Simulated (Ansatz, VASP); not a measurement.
# One calculation of Mg3Te, two programs

```
Mg Te
1.0
     4.61573    0.00000    0.00000
    -2.30786    3.99734    0.00000
     0.00000    0.00000   10.27245
Mg Te
6 2
Cartesian
  0.0000 2.6649 1.3941
  0.0000 2.6649 8.8784
  2.3079 1.3324 8.8784
  2.3079 1.3324 1.3941
  0.0000 0.0000 0.0000
  0.0000 0.0000 5.1362
  0.0000 0.0000 2.4004
  0.0000 0.0000 7.8720
```

Alike in both runs: task single point; functional PBE; k mesh 6 × 6 × 2; occupations gaussian, width 0.1 eV; no spin polarisation.

```csv
,VASP,Ansatz
version,VASP 6.6.1,Ansatz 0.2.0
potentials or method,"VASP PAW PBE potentials, release 64 (Mg, Te), cutoff 520 eV","scalar-relativistic, plane waves, PAW"
valence electrons in the cell,24,92
```

|  | VASP | Ansatz | Ansatz less VASP |
| --- | --- | --- | --- |
| gap on the k mesh at the Fermi level (eV) | none | none | - |
| pressure (GPa) | 17.9 | 17.8 | -0.11 |
| traceless stress, the component that is largest in VASP (GPa) | 4.59 | 4.54 | -0.053 |
| rms of the force components (eV/Å) | 1.175 | 1.164 | -0.0111 |

Atom by atom the forces differ by 0.011 eV/Å (rms over components). A gap of «none» marks a metal or a gap that the smearing closes. The functional is the same, so the differences come from potentials, cutoffs and numerics. VASP's potentials hold 24 valence electrons a cell and Ansatz's 92, so a difference there can come from the potentials and not from the codes.

Spin-orbit coupling is off throughout.
